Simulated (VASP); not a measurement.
Set up this calculation in VASP 6.6.1, as the native input.

```yaml
Task: single point
Functional: HSE06
Potentials_or_basis: VASP PAW PBE potentials, release 64 (Pb_d, S)
Cutoff: 520 eV
k_mesh: 4 × 4 × 4
Occupations: gaussian, width 0.01 eV
Spin: no spin polarisation
Dipole_correction: no
Grid_for_exact_exchange_PRECFOCK: Normal
Further_INCAR_settings: ALGO = Normal; EDIFF = 1e-07; NBANDS = 17
Share_of_exact_exchange: 0.25
Screening_parameter: 0.2079 1/Å
```

PbS:

```xyz
2
Lattice="0.0000 3.3010 3.3010 3.3010 0.0000 3.3010 3.3010 3.3010 0.0000" Properties=species:S:1:pos:R:3 pbc="T T T"
Pb    0.0000    0.0000    0.0000
S     1.6505    1.6505    1.6505
```

The input as run:

POSCAR

```
PbS
1.0
    0.0000000000      3.3009774971      3.3009774971
    3.3009774971      0.0000000000      3.3009774971
    3.3009774971      3.3009774971      0.0000000000
Pb S
1 1
Direct
    0.0000000000      0.0000000000      0.0000000000
    0.2500000000      0.2500000000      0.2500000000
```

INCAR.step1

```
ALGO = Normal
EDIFF = 1E-5
ENCUT = 520
GGA = PE
ISIF = 2
ISMEAR = 0
LASPH = T
LCHARG = F
LREAL = F
LWAVE = T
NBANDS = 17
NELM = 80
PREC = Accurate
SIGMA = 0.01
```

INCAR.step2

```
ALGO = Normal
EDIFF = 1E-7
ENCUT = 520
GGA = PE
HFSCREEN = 0.2079
ISIF = 2
ISMEAR = 0
ISTART = 1
LASPH = T
LCHARG = F
LHFCALC = T
LREAL = F
LWAVE = F
NBANDS = 17
NELM = 80
PREC = Accurate
PRECFOCK = Normal
SIGMA = 0.01
```

KPOINTS

```
k-points
0
Gamma
  4 4 4
```

Potentials or basis: VASP PAW PBE potentials, release 64 (Pb_d, S).

Launch:

```sh
$ cat potpaw_PBE.64/Pb_d/POTCAR potpaw_PBE.64/S/POTCAR > POTCAR
$ cp INCAR.step1 INCAR
$ mpirun -np 1 vasp_std > vasp.out
$ cp INCAR.step2 INCAR
$ mpirun -np 1 vasp_std > vasp.out
```

Results of the run:

| Property | Result |
| --- | --- |
| Pressure | 0.0 GPa |
| Band gap on the k mesh | 1.29 eV (least direct gap 1.81 eV) |

Caveat: the structure was generated, so it needn't be the stable form of PbS; the PAW data sets were made with another functional, which shifts forces and pressure a little; spin-orbit coupling is left out, which moves the levels of the heavy elements.

Wall time 17 min on 1 thread of AMD EPYC 7R13 Processor (Zen 3) (shared host), peak memory 0.29 GiB.
